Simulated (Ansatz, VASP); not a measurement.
**One calculation of BN, two programs**

```xyz
4
Lattice="2.5064 0.0000 0.0000 -1.2532 2.1706 0.0000 0.0000 0.0000 6.6168" Properties=species:S:1:pos:R:3 pbc="T T T"
B     0.0000    1.4471    1.6542
B     1.2532    0.7235    4.9626
N     0.0000    0.8471    4.9626
N     1.2532    0.7235    1.6542
```

Alike in both runs: task single point; functional PBE; dispersion D3(BJ); k mesh 12 × 12 × 4; occupations gaussian, width 0.05 eV; no spin polarisation.

```csv
,VASP,Ansatz
version,VASP 6.6.1,Ansatz 0.2.0
potentials or method,"VASP PAW PBE potentials, release 64 (B, N), cutoff 520 eV","scalar-relativistic, plane waves, PAW"
valence electrons in the cell,16,16
```

|  | VASP | Ansatz | Ansatz less VASP |
| --- | --- | --- | --- |
| gap on the k mesh at the Fermi level (eV) | 1.75 | 1.77 | +0.023 |
| least direct gap on the mesh (eV) | 3.54 | 3.56 | +0.021 |
| pressure (GPa) | 27.9 | 28.2 | +0.26 |
| traceless stress, the component that is largest in VASP (GPa) | -28.32 | -28.41 | -0.096 |
| rms of the force components (eV/Å) | 1.030 | 1.040 | +0.0099 |

Atom by atom the forces differ by 0.010 eV/Å (rms over components).
